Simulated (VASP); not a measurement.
Input of a VASP 6.6.1 run:

File INCAR:

```
SYSTEM = La
  PREC = Accurate
  ENCUT = 520
  EDIFF = 1E-6
  ISMEAR = -1
  SIGMA = 0.05
  LREAL = .FALSE.
  LASPH = .TRUE.
  NELM = 80
  ALGO = Normal
  ISIF = 2
  LWAVE = .FALSE.
  LCHARG = .TRUE.
  GGA = PS
  LELF = .TRUE.
  LVHAR = .TRUE.
  NBANDS = 12
```

Contents of KPOINTS:

```
Automatic mesh
0
G
  9 9 9
  0 0 0
```

Contents of POSCAR:

```
La
1.0
   -1.8856120184      1.8856120184      1.8856120184
    1.8856120184     -1.8856120184      1.8856120184
    1.8856120184      1.8856120184     -1.8856120184
La
1
Direct
    0.0000000000      0.0000000000      0.0000000000
```

Potentials or basis: VASP PAW PBE potentials, release 64 (La).

Launch:

```bash
$ cat potpaw_PBE.64/La/POTCAR > POTCAR
$ mpirun -np 1 vasp_std > vasp.out
```

(1) Predict the pressure.

Answers

(1) 10.1 GPa.

Caveat: the PAW data sets were made with another functional, which shifts forces and pressure a little.
